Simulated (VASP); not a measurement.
Here is a VASP 6.6.1 calculation.

Contents of INCAR:

```
SYSTEM = I
ALGO     = Normal         ! electronic algorithm
EDIFF    = 1E-6           ! SCF threshold, eV
EDIFFG   = -0.01          ! ionic threshold
ENCUT    = 600            ! plane-wave cutoff, eV
GGA      = RP             ! functional
IBRION   = 2              ! ionic algorithm
ISIF     = 3              ! what is computed and relaxed
ISMEAR   = -1             ! smearing method
LASPH    = .TRUE.         ! aspherical terms in the spheres
LCHARG   = .FALSE.        ! write CHGCAR
LREAL    = .FALSE.        ! projectors in reciprocal space
LWAVE    = .FALSE.        ! write WAVECAR
NELM     = 100            ! most SCF steps
NSW      = 80             ! ionic steps
PREC     = Accurate       ! precision mode
SIGMA    = 0.05           ! smearing width, eV
```

The input KPOINTS:

```
k-points
0
G
  5 5 2
  0 0 0
```

File POSCAR:

```
I
1.0
    3.5794500000     -2.3457500000      0.0000000000
    3.5794500000      2.3457500000      0.0000000000
    0.0000000000      0.0000000000      9.8014000000
I
4
Direct
    0.8460000000      0.1540000000      0.1174200000
    0.6540000000      0.3460000000      0.6174200000
    0.1540000000      0.8460000000      0.8825800000
    0.3460000000      0.6540000000      0.3825800000
```

Potentials or basis: VASP PAW PBE potentials, release 64 (I).

The run is started by

```bash
$ cat potpaw_PBE.64/I/POTCAR > POTCAR
$ mpirun -np 1 vasp_std > vasp.out
```

Task: Estimate the band gap on the k mesh.

Result: 1.23 eV.

Task: Predict the space group after relaxing (to 0.1 Å).

Result: Cmce (No. 64).

Final structure:
```cif
data_structure
_symmetry_space_group_name_H-M 'P 1'
_symmetry_Int_Tables_number 1
_cell_length_a 5.9846
_cell_length_b 5.9846
_cell_length_c 9.9754
_cell_angle_alpha 90.000
_cell_angle_beta 90.000
_cell_angle_gamma 49.717
_cell_volume 272.54
loop_
_atom_site_label
_atom_site_type_symbol
_atom_site_fract_x
_atom_site_fract_y
_atom_site_fract_z
_atom_site_occupancy
I1 I 0.86008 0.13992 0.12019 1
I2 I 0.63992 0.36008 0.62019 1
I3 I 0.13992 0.86008 0.87981 1
I4 I 0.36008 0.63992 0.37981 1
```

Caveat: spin-orbit coupling is left out, which moves the levels of the heavy elements; an odd mesh through Γ misses points on the zone boundary, where band edges can lie. RPBE and its kin give volumes clearly too large for solids.
